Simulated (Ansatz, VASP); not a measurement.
SiC: VASP beside Ansatz

```
Si C
1.0
     3.05536    0.00000    0.00000
    -1.52768    2.64602    0.00000
     0.00000    0.00000    5.01412
Si C
2 2
Direct
  0.66667 0.33333 0.50000
  0.33333 0.66667 0.00000
  0.66667 0.33333 0.88500
  0.33333 0.66667 0.38500
```

Alike in both runs: task single point; functional RPBE; dispersion D4; k mesh 10 × 10 × 5; occupations fermi-dirac, width 0.05 eV; no spin polarisation.

|  | VASP | Ansatz |
| --- | --- | --- |
| version | VASP 6.6.1 | Ansatz 0.2.0 |
| potentials or method | VASP PAW PBE potentials, release 64 (Si, C) | Ansatz PAW |
| plane-wave cutoff (eV) | 520 | 420 |
| valence electrons in the cell | 16 | 16 |

Ansatz gave:

```
gap on the k mesh at the Fermi level (eV)                     : 2.49
least direct gap on the mesh (eV)                             : 4.16
pressure (GPa)                                                : 1.5
traceless stress, the component that is largest in VASP (GPa) : -3.59
rms of the force components (eV/Å)                            : 0.449
```

**Question.** Which values does VASP return?

**Answer.** gap on the k mesh at the Fermi level (eV): 2.48; least direct gap on the mesh (eV): 4.15; pressure (GPa): 0.9; traceless stress, the component that is largest in VASP (GPa): -3.56; rms of the force components (eV/Å): 0.449.

VASP's potentials were made for PBE, not for RPBE. Atom by atom the forces differ by 0.000 eV/Å (rms over components).

Noted on Ansatz's run: odd divisions of the mesh miss points on the zone boundary, where band edges often lie, so the gap on the mesh can be too wide.
